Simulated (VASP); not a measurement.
**FeO (Wuestite): single point with PBEsol**

The system is FeO (Wuestite).

```xyz
2
Lattice="0.0000 2.1554 2.1554 2.1554 0.0000 2.1554 2.1554 2.1554 0.0000" Properties=species:S:1:pos:R:3 pbc="T T T"
Fe    0.0000    0.0000    0.0000
O     2.1554    2.1554    2.1554
```

```yaml
Program: VASP 6.6.1
Task: single point
Functional: PBEsol
Potentials_or_basis: VASP PAW PBE potentials, release 64 (Fe, O)
Cutoff: 520 eV
k_mesh: 9 × 9 × 9
Occupations: fermi-dirac, width 0.05 eV
Spin: collinear spin, ferromagnetic start
Starting_moments: "[2.2, 0.0] μB"
Fixed_moment: 2.2 μB
```

```json
{
 "Pressure": "-26.2 GPa",
 "Net moment": "2.20 μB per cell",
 "Site moments": "Fe +2.17; O +0.01 μB",
 "Valence electrons inside the program's atomic spheres": "Fe 6.84; O 4.91"
}
```

Run time: 20 s on 1 thread of AMD EPYC 9R14 (Zen 4) (shared host), peak memory 0.13 GiB.

Caveat: the PAW data sets were made with another functional, which shifts forces and pressure a little; the total moment is fixed, so each spin has its own Fermi level; a cell with one magnetic atom can't hold antiferromagnetic order, which such compounds often take.
